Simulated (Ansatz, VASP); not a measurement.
## BaHfO3: VASP beside Ansatz

The input INCAR:

```
PREC = Accurate
ENCUT = 520
EDIFF = 1E-6
ISMEAR = 0
SIGMA = 0.02
LREAL = F
LASPH = T
NELM = 100
ALGO = Normal
ISIF = 2
LWAVE = F
LCHARG = T
GGA = PE
LELF = T
LVHAR = T
NBANDS = 27
```

KPOINTS

```
regular mesh
0
Gamma
  6 6 6
```

The input POSCAR:

```
BaHfO3
1.0
    4.1795737602      0.0270604885      0.0000000000
    0.0270604885      4.1795737602      0.0000000000
    0.0000000000      0.0000000000      4.4306081363
Ba Hf O
1 1 3
Direct
    0.5000000000      0.5000000000      1.0315766163
    0.0000000000      0.0000000000      0.4575092952
    0.0000000000      0.5000000000      0.5009839875
    0.5000000000      0.0000000000      0.5009839875
    0.0000000000      0.0000000000      0.9989679036
```

Input for Ansatz:

```yaml
crystal:
  lattice:
    - [4.1795737602, 0.0270604885, 0.0]
    - [0.0270604885, 4.1795737602, 0.0]
    - [0.0, 0.0, 4.4306081363]
  atoms:
    - { symbol: Ba, position: [0.5, 0.5, 1.0315766163] }
    - { symbol: Hf, position: [0.0, 0.0, 0.4575092952] }
    - { symbol: O, position: [0.0, 0.5, 0.5009839875] }
    - { symbol: O, position: [0.5, 0.0, 0.5009839875] }
    - { symbol: O, position: [0.0, 0.0, 0.9989679036] }
basis:
  ecutwfc: 420
kpoints:
  mp_grid: { grid: [6, 6, 6] }
hamiltonian:
  xc: pbe
scf:
  occupations: { method: gaussian, width: 0.02 }
output:
  forces: true
  stress: true
  eigenvalues: true
```

Alike in both runs: task single point; functional PBE; k mesh 6 × 6 × 6; occupations gaussian, width 0.02 eV; no spin polarisation.

|  | VASP | Ansatz |
| --- | --- | --- |
| version | VASP 6.6.1 | Ansatz 0.2.0 |
| potentials or method | VASP PAW PBE potentials, release 64 (Ba_sv, Hf_pv, O), cutoff 520 eV | scalar-relativistic, plane waves, PAW |
| valence electrons in the cell | 38 | 54 |

Ansatz gave:

```
gap on the k mesh at the Fermi level (eV)                     : 3.53
least direct gap on the mesh (eV)                             : 3.89
pressure (GPa)                                                : -3.3
traceless stress, the component that is largest in VASP (GPa) : -4.76
rms of the force components (eV/Å)                            : 0.458
```

Q: Which values does VASP return?

A: gap on the k mesh at the Fermi level (eV): 3.46; least direct gap on the mesh (eV): 3.91; pressure (GPa): -3.8; traceless stress, the component that is largest in VASP (GPa): -4.70; rms of the force components (eV/Å): 0.473.

Atom by atom the forces differ by 0.025 eV/Å (rms over components). With one functional, cell and mesh, what is left measures potentials, basis and numerics. VASP's potentials hold 38 valence electrons a cell and Ansatz's 54, so a difference there can come from the potentials and not from the codes.

Neither program's run includes spin-orbit coupling.
